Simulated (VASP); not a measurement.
# HW32Se64 (a cell with a defect) in VASP: notebook

Runs on HW32Se64 (a cell with a defect). Level: PBE. Tasks: single point.

All numbers are computed with VASP 6.6.1; they aren't measurements. Logs are shortened: lines on timing, memory, paths and dates and some standing lists are left out, and cuts for length are marked.

## (1) The cell of the first run

The cell holds a defect, 97 atoms: a = 13.000 Å, b = 13.000 Å, c = 12.826 Å, α = 90.00°, β = 90.00°, γ = 120.00°.

## (2) Single point, PBE

The input, INCAR:

```
PREC = Accurate
ENCUT = 400
EDIFF = 1E-6
ISMEAR = -1
SIGMA = 0.01
LREAL = Auto
LASPH = T
NELM = 120
ALGO = Normal
ISIF = 2
LWAVE = F
LCHARG = F
GGA = PE
NELECT = 832.0
NBANDS = 470
GGA_COMPAT = F
ISYM = -1
KPAR = 1
```

The input, KPOINTS:

```
explicit points
1
Reciprocal
  0.25000000   0.25000000   0.25000000 1
```

The input, POSCAR:

```
HW32Se64
1.0
   12.9997095300      0.0000001100      0.0000000000
   -6.4998548600     11.2580786300      0.0000000000
    0.0000000000      0.0000000000     12.8261208300
W Se H
32 64 1
Direct
    0.1673024430      0.0841885203      0.7495931254
    0.0840600309      0.1666874120      0.2503004644
    0.1673268889      0.3341309921      0.7492240349
    0.0841229733      0.4178815183      0.2500303905
    0.1675365108      0.5842419651      0.7494393767
    0.0843618327      0.6674494146      0.2490173796
    0.1675539633      0.8342907605      0.7495883695
    0.0843668822      0.9174089407      0.2492580604
    0.4175840802      0.0841932256      0.7496349151
    0.3329150335      0.1656467346      0.2507366056
    0.4176276442      0.3342057804      0.7492788449
    0.3354365878      0.4164673313      0.2550697162
    0.4176887564      0.5844837445      0.7492427467
    0.3338423105      0.6675915323      0.2500632142
    0.4175767828      0.8343321505      0.7495453323
    0.3337876400      0.9167123718      0.2487977497
    0.6674840114      0.0843040769      0.7495588984
    0.5842444292      0.1676226466      0.2492499519
    0.6676279829      0.3342285172      0.7496406067
    0.5862106735      0.4186701915      0.2508270460
    0.6676363477      0.5845045272      0.7496079389
    0.5849906915      0.6676432260      0.2503974540
    0.6675547027      0.8343997440      0.7495688780
    0.5841806110      0.9175166807      0.2490276711
    0.9174192185      0.0842628596      0.7495623289
    0.8342332967      0.1675878247      0.2490106746
    0.9174857385      0.3342431709      0.7495327019
    0.8350648371      0.4179609206      0.2488164615
    0.9175166486      0.5842804190      0.7495974915
    0.8343567264      0.6674187626      0.2492938467
    0.9175032318      0.8343162459      0.7496276643
    0.8344092559      0.9174095552      0.2489215596
    0.0841971403      0.1677024164      0.8817480476
    0.1659984771      0.0823601444      0.3830328799
    0.0839101509      0.1672685946      0.6172382987
    0.1675767493      0.0844720501      0.1172678801
    0.0843122379      0.4174737222      0.8816389733
    0.1612931214      0.3311811993      0.3836596478
    0.0840342270      0.4175971003      0.6172015768
    0.1699434659      0.3350528190      0.1200863473
    0.0842801340      0.6674849446      0.8817235663
    0.1670366669      0.5845981537      0.3822905666
    0.0842068709      0.6676418097      0.6173285832
    0.1678992458      0.5838715644      0.1170388163
    0.0842088721      0.9175512386      0.8818221152
    0.1673137058      0.8337530133      0.3814150876
    0.0841308627      0.9174426055      0.6173718543
    0.1673262739      0.8340244628      0.1164439365
    0.3342138668      0.1676528496      0.8816686783
    0.4174944443      0.0815282060      0.3820180758
    0.3339567527      0.1670081570      0.6175818944
    0.4170911268      0.0843330363      0.1171569347
    0.3342338898      0.4175321667      0.8812698828
    0.4269916722      0.3246155115      0.3888579459
    0.3342533467      0.4176383127      0.6172243428
    0.4177006660      0.3342204365      0.1204207430
    0.3342843167      0.6674536757      0.8816452106
    0.4206813117      0.5909539427      0.3840189146
    0.3342475083      0.6678297612      0.6172517088
    0.4167686731      0.5818829455      0.1200923506
    0.3342294855      0.9175074453      0.8818291321
    0.4177472510      0.8350355565      0.3816754937
    0.3342279415      0.9175406659      0.6173548577
    0.4173898470      0.8335011917      0.1167069155
    0.5842103656      0.1675568272      0.8818688947
    0.6675405738      0.0841735040      0.3813732199
    0.5842743614      0.1675814318      0.6173361459
    0.6673766381      0.0843731828      0.1167966543
    0.5841252244      0.4175502846      0.8816840376
    0.6703421425      0.3341920988      0.3821044621
    0.5848739675      0.4179062068      0.6175850130
    0.6675591374      0.3346982243      0.1171177178
    0.5840770841      0.6675758966      0.8817568577
    0.6693246402      0.5856170616      0.3830781781
    0.5846118481      0.6679454091      0.6172736952
    0.6672990573      0.5841557998      0.1173915340
    0.5842101450      0.9175906720      0.8818020780
    0.6685023743      0.8355658399      0.3817243003
    0.5843040189      0.9176921103      0.6172934986
    0.6672661822      0.8337059311      0.1170388163
    0.8341643935      0.1675577130      0.8817937356
    0.9162534370      0.0833484052      0.3816944394
    0.8341668820      0.1675586901      0.6173038680
    0.9180228895      0.0845367962      0.1169685691
    0.8342769672      0.4175525916      0.8818277287
    0.9168104772      0.3339615953      0.3816641886
    0.8343247256      0.4176402620      0.6173638238
    0.9182808012      0.3344126491      0.1166903088
    0.8342185498      0.6675734959      0.8818388779
    0.9180214042      0.5844448343      0.3814151656
    0.8344156820      0.6677269857      0.6173723221
    0.9177949666      0.5845233557      0.1164810483
    0.8341785539      0.9175972426      0.8818386440
    0.9176022415      0.8341527189      0.3813870978
    0.8342751891      0.9176049704      0.6173433967
    0.9177024974      0.8340864554      0.1166825901
    0.3544319624      0.4006027235      0.3984720765
```

Potentials or basis: VASP PAW PBE potentials, release 64 (W_sv, Se, H).

On the command line:

```
$ cat potpaw_PBE.64/W_sv/POTCAR potpaw_PBE.64/Se/POTCAR potpaw_PBE.64/H/POTCAR > POTCAR
$ mpirun -np 4 vasp_std > vasp.out
```

OUTCAR:

```text
PREC = Accurate
   ENCUT = 400
   EDIFF = 1E-6
   ISMEAR = -1
   LREAL = Auto
   LASPH = T
   NELM = 120
   ISIF = 2
   GGA = PE
   NELECT = 832.0
   ISYM = -1

 ion  position               nearest neighbor table
   1  0.167  0.084  0.750-  51 2.53  33 2.53  35 2.53  45 2.53  47 2.53  49 2.53  31 3.25  25 3.25
                             3 3.25   7 3.25  11 3.25   9 3.25
   2  0.084  0.167  0.250-  38 2.52  40 2.53  36 2.53  34 2.53  82 2.53  84 2.53  10 3.24   8 3.24
                            32 3.24  26 3.25  12 3.26   4 3.27
   3  0.167  0.334  0.749-  39 2.53  37 2.53  35 2.53  55 2.53  53 2.53  33 2.53  25 3.25  27 3.25
                             1 3.25   5 3.25  11 3.25  13 3.25
   4  0.084  0.418  0.250-  38 2.52  40 2.53  86 2.53  42 2.53  44 2.53  88 2.53  28 3.24   6 3.24
                            14 3.25  26 3.25   2 3.27  12 3.28
   5  0.168  0.584  0.749-  41 2.53  43 2.53  39 2.53  59 2.53  57 2.53  37 2.53   3 3.25  27 3.25
                            13 3.25  29 3.25   7 3.25  15 3.25
   6  0.084  0.667  0.249-  46 2.53  90 2.53  42 2.53  44 2.53  92 2.53  48 2.53  16 3.24  28 3.24
                            14 3.24   4 3.24   8 3.25  30 3.25
   7  0.168  0.834  0.750-  47 2.53  45 2.53  63 2.53  43 2.53  61 2.53  41 2.53   9 3.25  15 3.25
                             1 3.25  29 3.25   5 3.25  31 3.25
   8  0.084  0.917  0.249-  46 2.53  34 2.53  94 2.53  36 2.53  48 2.53  96 2.53  10 3.23   2 3.24
                            16 3.25   6 3.25  32 3.25  30 3.25
   9  0.418  0.084  0.750-  51 2.53  49 2.53  65 2.53  61 2.53  63 2.53  67 2.53  17 3.25  15 3.25
                             7 3.25  11 3.25  19 3.25   1 3.25
  10  0.333  0.166  0.251-  54 2.53  56 2.53  36 2.53  52 2.53  34 2.53  50 2.54   8 3.23   2 3.24
                            16 3.24  12 3.24  18 3.25  20 3.29
  11  0.418  0.334  0.749-  53 2.53  55 2.53  51 2.53  69 2.53  71 2.53  49 2.53  19 3.25   9 3.25
                            21 3.25   1 3.25  13 3.25   3 3.25
  12  0.335  0.416  0.255-  97 1.88  56 2.53  60 2.54  40 2.54  38 2.56  58 2.57  54 2.68  10 3.24
                            20 3.25  22 3.26   2 3.26  14 3.28   4 3.28
  13  0.418  0.584  0.749-  59 2.53  57 2.53  55 2.53  75 2.53  73 2.53  53 2.53  23 3.25  15 3.25
                            21 3.25   5 3.25  11 3.25   3 3.25
  14  0.334  0.668  0.250-  58 2.52  60 2.53  44 2.53  42 2.53  62 2.53  64 2.53  16 3.24   6 3.24
                             4 3.25  24 3.25  22 3.26  12 3.28
  15  0.418  0.834  0.750-  63 2.53  59 2.53  61 2.53  77 2.53  57 2.53  79 2.53   9 3.25  13 3.25
                            17 3.25  23 3.25   7 3.25   5 3.25
  16  0.334  0.917  0.249-  50 2.52  62 2.53  48 2.53  64 2.53  46 2.53  52 2.53  14 3.24   6 3.24
                            10 3.24   8 3.25  24 3.25  18 3.26
  17  0.667  0.084  0.750-  67 2.53  65 2.53  79 2.53  81 2.53  83 2.53  77 2.53   9 3.25  19 3.25
                            15 3.25  23 3.25  25 3.25  27 3.25
  18  0.584  0.168  0.249-  68 2.53  66 2.53  72 2.53  52 2.53  70 2.53  50 2.53  26 3.25  24 3.25
                            20 3.25  10 3.25  28 3.26  16 3.26
  19  0.668  0.334  0.750-  71 2.53  85 2.53  69 2.53  65 2.53  67 2.53  87 2.53  27 3.25  17 3.25
                            29 3.25  11 3.25   9 3.25  21 3.25
  20  0.586  0.419  0.251-  54 2.53  56 2.53  76 2.53  72 2.53  74 2.53  70 2.54  30 3.23  28 3.24
                            22 3.24  12 3.25  18 3.25  10 3.29
  21  0.668  0.585  0.750-  71 2.53  73 2.53  75 2.53  89 2.53  91 2.53  69 2.53  31 3.25  23 3.25
[... 42 lines left out ...]
  52  0.417  0.084  0.117-  10 2.53  18 2.53  16 2.53
  53  0.334  0.418  0.881-  11 2.53   3 2.53  13 2.53
  54  0.427  0.325  0.389-  97 1.68  10 2.53  20 2.53  12 2.68
  55  0.334  0.418  0.617-  11 2.53  13 2.53   3 2.53
  56  0.418  0.334  0.120-  10 2.53  20 2.53  12 2.53
  57  0.334  0.667  0.882-  13 2.53   5 2.53  15 2.53
  58  0.421  0.591  0.384-  14 2.52  22 2.52  12 2.57
  59  0.334  0.668  0.617-  13 2.53  15 2.53   5 2.53
  60  0.417  0.582  0.120-  22 2.53  14 2.53  12 2.54
[... 34 lines left out ...]
  95  0.834  0.918  0.617-  31 2.53  25 2.53  23 2.53
  96  0.918  0.834  0.117-  32 2.53   8 2.53  30 2.53
  97  0.354  0.401  0.398-  54 1.68  12 1.88

IMPORTANT INFORMATION: All symmetrisations will be switched off!
[... 242 lines left out ...]
   ENCUT  =  400.0 eV  29.40 Ry    5.42 a.u.  21.20 21.20 20.92*2*pi/ulx,y,z
   NELM   =    120;   NELMIN=  2; NELMDL= -5     # of ELM steps
   EDIFF  = 0.1E-05   stopping-criterion for ELM
   LREAL  =      T    real-space projection
   EDIFFG = 0.1E-04   stopping-criterion for IOM
   NSW    =      0    number of steps for IOM
   IBRION =     -1    ionic relax: 0-MD 1-quasi-New 2-CG
   NFREE  =      0    steps in history (QN), initial steepest desc. (CG)
   ISIF   =      2    stress and relaxation
   ISYM   =     -1    0-nonsym 1-usesym 2-fastsym
   POTIM  = 0.5000    time-step for ionic-motion
   TEBEG  =    0.0;   TEEND  =   0.0 temperature during run
   PSTRESS=    0.0 pullay stress
   NELECT =     832.0000    total number of electrons
   NUPDOWN=      -1.0000    fix difference up-down
   EMIN   =  10.00;   EMAX   =-10.00  energy-range for DOS
   EFERMI =   0.00;   METHOD = LEGACY
   ISMEAR =    -1;   SIGMA  =   0.01  broadening in eV -4-tet -1-fermi 0-gaus
   EFERMI_NEDOS =   21; number of points for ismear=-14 and -15
   IALGO  =     38    algorithm
   IMIX   =      4    mixing-type and parameters
     AMIX     =   0.40;   BMIX     =  1.00
     AMIX_MAG =   1.60;   BMIX_MAG =  1.00
  volume/ion in A,a.u.               =      19.35       130.59
  Fermi-wavevector in a.u.,A,eV,Ry     =   1.248202  2.358760 21.197987  1.558008
  Thomas-Fermi vector in A             =   2.382299
   LORBIT       =      0    0 simple, 1 ext, 2 COOP (PROOUT), +10 PAW based schemes
   GGA     = PE    functional components
   LHFCALC =     F    Hartree Fock is set to
   AEXX    =    0.0000 exact exchange contribution
   IVDW    =     0    specifies the selected vdW correction
   LEPSILON=     F    determine dielectric tensor
   LRPA    =     F    only Hartree local field effects (RPA)
 non-spin polarized calculation
  energy-cutoff  :      400.00
  volume of cell :     1877.13
 maximum number of plane-waves:     34094
 NGX is ok and might be reduce to    84
   NGX = 43   NGY = 43   NGZ = 41

 number of electron     831.9999908 magnetization

 Free energy of the ion-electron system (eV)
  ---------------------------------------------------
  ext. energy  EPLUGINS =         0.00000000
  ---------------------------------------------------
  free energy    TOTEN  =      -696.47852386 eV

  energy without entropy =     -696.47852386  energy(sigma->0) =     -696.47852386

 E-fermi :   6.8947     XC(G=0): -10.9794

 val. band max:        6.4290542035   @ k =   0.2500   0.2500   0.2500
 cond. band min:       7.6148397338   @ k =   0.2500   0.2500   0.2500
 fundamental gap:      1.1857855303
 Fermi energy:         6.8946918436

 k-point     1 :       0.2500    0.2500    0.2500
  band No.  band energies     occupation
      1     -67.9917      2.00000
      2     -67.7816      2.00000
      3     -67.7778      2.00000
      4     -67.7363      2.00000
      5     -67.7353      2.00000
      6     -67.7331      2.00000
[... 420 lines left out ...]
    427       8.3358      0.00000
    428       8.3462      0.00000
 [bands above 428 left out]

------------------------ aborting loop because EDIFF is reached ----------------------------------------

  FORCE on cell =-STRESS in cart. coord.  units (eV):
  Direction    XX          YY          ZZ          XY          YZ          ZX
  --------------------------------------------------------------------------------------
  -------------------------------------------------------------------------------------
  Total       66.9152593     66.1394530     42.0459009     -0.6254167     -0.0187755     -0.3508444
  in kB       57.1139889     56.4518171     35.8873169     -0.5338101     -0.0160254     -0.2994552
  external PRESSURE =      49.8177076 kB  Pullay stress =       0.0000000 kB

 VOLUME and BASIS-vectors are now :
 -----------------------------------------------------------------------------
  energy-cutoff  :      400.00
  volume of cell :     1877.13
      direct lattice vectors                 reciprocal lattice vectors
    12.999709530  0.000000110  0.000000000     0.076924795  0.044412552  0.000000000
    -6.499854860 11.258078630  0.000000000    -0.000000001  0.088825103  0.000000000
     0.000000000  0.000000000 12.826120830     0.000000000  0.000000000  0.077965896

 POSITION                                       TOTAL-FORCE (eV/Angst)
 -----------------------------------------------------------------------------------
      1.62767      0.94780      9.61437         0.002084      0.000357      0.007892
      0.00931      1.87658      3.21038        -0.000661     -0.001677     -0.000249
      0.00340      3.76167      9.60964         0.003559     -0.001750      0.001871
     -1.62259      4.70454      3.20692         0.001719      0.001491      0.001708
     -1.61956      6.57744      9.61240         0.001898      0.000365      0.007029
     -3.24165      7.51420      3.19393         0.002730     -0.001643      0.006716
[... 89 lines left out ...]
      6.50843      9.39021      1.49658         0.001608     -0.001956     -0.048061
      2.00365      4.51002      5.11085        -0.175100      0.095642     -0.291557
 -----------------------------------------------------------------------------------
    total drift:                                0.084358      0.095566     -0.063136

  FREE ENERGIE OF THE ION-ELECTRON SYSTEM (eV)
  ---------------------------------------------------
  free  energy   TOTEN  =      -696.4785238623 eV

  energy  without entropy=     -696.4785238623  energy(sigma->0) =     -696.47852386
```

Wall time 10 min (4 MPI ranks of Intel Xeon Platinum 8488C (Sapphire Rapids), shared host); peak memory 0.6 GiB.

What came out:

| Quantity | Value |
| --- | --- |
| Free energy | -696.4785 eV |
| Largest force | 0.353 eV/Å |

Forces in eV/Å, atoms in the order of the input:
```
W    0.002  0.000  0.008
W   -0.001 -0.002  0.000
W    0.004 -0.002  0.002
W    0.002  0.001  0.002
W    0.002  0.000  0.007
W    0.003 -0.002  0.007
W    0.000 -0.002  0.002
W    0.002  0.002  0.005
W    0.001 -0.002  0.005
W    0.026  0.004  0.007
W    0.001  0.000  0.008
W    0.009  0.015  0.019
W    0.000 -0.003  0.006
W   -0.003  0.009  0.007
W    0.001 -0.001  0.006
W    0.002  0.003  0.004
W    0.002  0.000  0.007
W    0.005 -0.008  0.002
W    0.000 -0.001  0.004
W   -0.008 -0.015  0.001
W    0.002  0.000  0.007
W    0.005  0.008  0.004
W    0.001 -0.002  0.002
W    0.005 -0.001  0.006
W    0.002  0.001  0.006
W    0.002 -0.007  0.001
W    0.001 -0.001  0.007
W    0.002 -0.001  0.005
W    0.000  0.000  0.004
W   -0.002 -0.006  0.004
W    0.001 -0.001  0.006
W    0.004  0.000  0.006
Se   0.000  0.006  0.049
Se   0.011  0.002  0.057
Se   0.002  0.002 -0.040
Se   0.010  0.005 -0.041
Se  -0.002 -0.008  0.050
Se  -0.040 -0.022  0.059
Se   0.000 -0.003 -0.047
Se   0.001 -0.006 -0.039
Se  -0.003  0.003  0.047
Se   0.003 -0.001  0.055
Se  -0.001  0.004 -0.043
Se   0.010  0.000 -0.038
Se  -0.003 -0.006  0.050
Se   0.004  0.001  0.053
Se  -0.002 -0.003 -0.048
Se   0.002  0.003 -0.048
Se   0.002  0.003  0.057
Se   0.019  0.001  0.050
Se   0.000 -0.001 -0.039
Se   0.002  0.001 -0.054
Se   0.006 -0.005  0.050
Se   0.005 -0.003  0.002
Se   0.007 -0.002 -0.042
Se   0.002 -0.001 -0.060
Se   0.004  0.000  0.056
Se  -0.001  0.016  0.038
Se   0.001  0.000 -0.040
Se   0.009  0.014 -0.044
Se   0.006  0.000  0.048
Se   0.000  0.004  0.047
Se   0.008  0.000 -0.044
Se   0.002 -0.007 -0.051
Se  -0.001  0.005  0.047
Se   0.009 -0.003  0.047
Se  -0.002  0.005 -0.043
Se   0.008 -0.004 -0.052
Se  -0.001 -0.008  0.050
Se   0.008 -0.006  0.056
Se  -0.002 -0.008 -0.042
Se   0.004  0.000 -0.049
Se  -0.001  0.003  0.049
Se   0.011 -0.012  0.047
Se  -0.001  0.006 -0.042
Se   0.001 -0.009 -0.041
Se  -0.003 -0.006  0.049
Se  -0.001  0.005  0.054
Se  -0.002 -0.005 -0.049
Se   0.001 -0.005 -0.038
Se   0.002  0.000  0.056
Se  -0.001 -0.007  0.050
Se   0.001  0.000 -0.041
Se   0.002 -0.006 -0.054
Se   0.008  0.000  0.048
Se  -0.009 -0.002  0.048
Se   0.006  0.000 -0.046
Se   0.002  0.000 -0.046
Se   0.000  0.000  0.055
Se  -0.005 -0.011  0.051
Se   0.000  0.001 -0.045
Se  -0.002 -0.009 -0.049
Se   0.007 -0.001  0.048
Se  -0.002  0.000  0.051
Se   0.006 -0.001 -0.045
Se   0.002 -0.002 -0.048
H   -0.175  0.096 -0.292
```

Caveat: the cell carries a net charge on a neutralising background, which shifts energy and pressure; the cell is charged against a uniform background, so pressure and absolute levels hang on convention; spin-orbit coupling is left out, which moves the levels of the heavy elements.

[end of part 1 of 2]
